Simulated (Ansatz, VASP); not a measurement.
# K2Be: VASP beside Ansatz

The input INCAR:

```
SYSTEM = K2Be
PREC = Accurate
ENCUT = 600
EDIFF = 1E-6
ISMEAR = 0
SIGMA = 0.1
LREAL = .False.
LASPH = .True.
NELM = 80
ALGO = Normal
ISIF = 3
LWAVE = .False.
LCHARG = .False.
GGA = PE
IBRION = 2
NSW = 90
EDIFFG = -0.04
```

KPOINTS

```
Automatic mesh
0
Gamma
  6 6 6
  0 0 0
```

File POSCAR:

```
K2Be
1.0
   -1.9957641100      1.9957641100      4.8958588323
    1.9957641100     -1.9957641100      4.8958588323
    1.9957641100      1.9957641100     -4.8958588323
K Be
2 1
Direct
    0.6650000000      0.6650000000      0.0000000000
    0.3350000000      0.3350000000      0.0000000000
    0.0000000000      0.0000000000      0.0000000000
```

Input for Ansatz:

```yaml
crystal:
  lattice:
    - [-1.99576411, 1.99576411, 4.8958588323]
    - [1.99576411, -1.99576411, 4.8958588323]
    - [1.99576411, 1.99576411, -4.8958588323]
  atoms:
    - { symbol: K, position: [0.665, 0.665, 0.0] }
    - { symbol: K, position: [0.335, 0.335, 0.0] }
    - { symbol: Be, position: [0.0, 0.0, 0.0] }
basis:
  ecutwfc: 420
kpoints:
  mp_grid: { grid: [6, 6, 6] }
hamiltonian:
  xc: pbe
scf:
  occupations: { method: gaussian, width: 0.1 }
  lower_state_search: "off"
output:
  forces: true
  stress: true
  eigenvalues: true
relax:
  adjacent_minimum: "off"
  f_tol: 0.04
  max_steps: 70
  cell: { stress_tol: 0.4 }
```

Alike in both runs: task relaxation of cell and atoms; functional PBE; k mesh 6 × 6 × 6; occupations gaussian, width 0.1 eV; no spin polarisation.

```csv
,VASP,Ansatz
version,VASP 6.6.1,Ansatz 0.2.0
potentials or method,"VASP PAW PBE potentials, release 64 (K_sv, Be), cutoff 600 eV","scalar-relativistic, plane waves, PAW"
valence electrons in the cell,20,20
```

|  | VASP | Ansatz | Ansatz less VASP |
| --- | --- | --- | --- |
| gap on the k mesh at the Fermi level, each at its own relaxed structure (eV) | none | none | - |
| relaxed volume (Å³/atom) | 44.47 | 42.37 | -2.100 |
| relaxed cell length with the largest relative difference (Å) | 8.206 | 7.533 | -0.6738 |

A gap of «none» marks a metal or a gap that the smearing closes. One of these differences is far larger than is usual between the two programs; its cause wasn't traced.

The k mesh is coarse, so the values compare programs but aren't converged. Noted on VASP's run: the volume moved by over 15 % at a fixed basis, so the end points are rough.
